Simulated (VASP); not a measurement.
Runs of VASP 6.6.1 on HfO2. The structure is that of space group P4_2/mnm (No. 136), or close to it. The cells are those of the table. 

```tsv
level	U	cell	k mesh	smearing	gap on the mesh (eV)	pressure (GPa)	largest force (eV/Å)
r2SCAN	-	a = 4.839, b = 4.839, c = 3.220 Å, 6 atoms	6 × 6 × 8	fermi-dirac 0.05 eV	4.47	-3.2	0.06
PBEsol	-	a = 4.781, b = 4.781, c = 3.184 Å, 6 atoms	6 × 6 × 8	fermi-dirac 0.05 eV	3.95	4.0	0.04
PBEsol	-	a = 4.845, b = 4.845, c = 3.227 Å, 6 atoms	6 × 6 × 8	fermi-dirac 0.05 eV	3.80	-5.3	0.09
PBEsol	-	a = 4.748, b = 4.748, c = 3.162 Å, 6 atoms	6 × 6 × 8	fermi-dirac 0.05 eV	4.03	9.5	0.11
PBE	-	a = 4.814, b = 4.814, c = 3.205 Å, 6 atoms	6 × 6 × 8	gaussian 0.015 eV	3.98	5.6	0.03
PBEsol	-	a = 4.908, b = 4.908, c = 3.268 Å, 6 atoms	6 × 6 × 8	fermi-dirac 0.05 eV	3.65	-12.9	0.21
PBE+U	Hf d U = 8.0 eV	a = 4.814, b = 4.814, c = 3.205 Å, 6 atoms	5 × 5 × 6	fermi-dirac 0.05 eV	(a)	26.4	0.26
PBE	-	a = 4.781, b = 4.781, c = 3.184 Å, 6 atoms	6 × 6 × 8	fermi-dirac 0.05 eV	4.06	10.8	(b)
PBE	-	a = 4.814, b = 4.814, c = 3.205 Å, 6 atoms	6 × 6 × 8	gaussian 0.011 eV	3.98	5.6	0.03
PBE	-	a = 4.845, b = 4.845, c = 3.227 Å, 6 atoms	6 × 6 × 8	fermi-dirac 0.05 eV	3.90	0.9	0.03
PBEsol	-	a = 4.814, b = 4.814, c = 3.205 Å, 6 atoms	6 × 6 × 8	fermi-dirac 0.05 eV	3.87	-0.9	0.03
PBE	-	a = 4.908, b = 4.908, c = 3.268 Å, 6 atoms	6 × 6 × 8	fermi-dirac 0.05 eV	3.76	-7.0	0.15
```

Alike in all rows: task single point; potentials or basis VASP PAW PBE potentials, release 64 (Hf_pv, O); no spin polarisation; cutoff (eV) 520.

Q: Estimate the missing entries.

A: (a) 4.91; (b) 0.10.

Caveats: spin-orbit coupling is left out, which moves the levels of the heavy elements; the PAW data sets were made with another functional, which shifts forces and pressure a little (some runs).

A k mesh can miss the band edges, and the runs leave out spin-orbit coupling on Hf.
